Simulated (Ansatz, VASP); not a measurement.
Sr in VASP and in Ansatz

Contents of INCAR:

```
PREC     = Accurate       # precision mode
ENCUT    = 520            # plane-wave cutoff, eV
EDIFF    = 1E-7           # SCF threshold, eV
ISMEAR   = -1             # smearing method
SIGMA    = 0.05           # smearing width, eV
LREAL    = False          # projectors in reciprocal space
LASPH    = True           # aspherical terms in the spheres
NELM     = 100            # most SCF steps
ALGO     = Normal         # electronic algorithm
ISIF     = 2              # what is computed and relaxed
LWAVE    = False          # write WAVECAR
LCHARG   = False          # write CHGCAR
NBANDS   = 11             # bands
```

File KPOINTS:

```
regular mesh
0
Gamma
  6 6 6
```

POSCAR

```
Sr
1.0
    0.0000000000      3.0624986004      3.0624986004
    3.0624986004      0.0000000000      3.0624986004
    3.0624986004      3.0624986004      0.0000000000
Sr
1
Direct
    0.0000000000      0.0000000000      0.0000000000
```

input.yaml

```yaml
crystal:
  lattice:
    - [0.0, 3.0624986004, 3.0624986004]
    - [3.0624986004, 0.0, 3.0624986004]
    - [3.0624986004, 3.0624986004, 0.0]
  atoms:
    - { symbol: Sr, position: [0.0, 0.0, 0.0] }
hamiltonian:
  xc: lda
  pseudopotentials: { kind: paw }
kpoints:
  mp_grid: { grid: [6, 6, 6] }
scf:
  occupations: { method: fermi_dirac, width: 0.05 }
output:
  forces: true
  stress: true
  eigenvalues: true
  write_density: true
  write_potential: true
  elf: true
  volumetric_format: npy
```

Alike in both runs: task single point; functional LDA; k mesh 6 × 6 × 6; occupations fermi-dirac, width 0.05 eV; no spin polarisation.

|  | VASP | Ansatz |
| --- | --- | --- |
| version | VASP 6.6.1 | Ansatz 0.2.0 |
| potentials or method | VASP PAW LDA potentials, release 64 (Sr_sv) | Ansatz PAW |
| plane-wave cutoff (eV) | 520 | 420 |
| valence electrons in the cell | 10 | 10 |

|  | VASP | Ansatz | Ansatz less VASP |
| --- | --- | --- | --- |
| pressure (GPa) | -1.7 | -1.7 | 0.00 |

LDA's correlation is that of Perdew and Zunger in VASP and of Perdew and Wang (1992) in Ansatz.
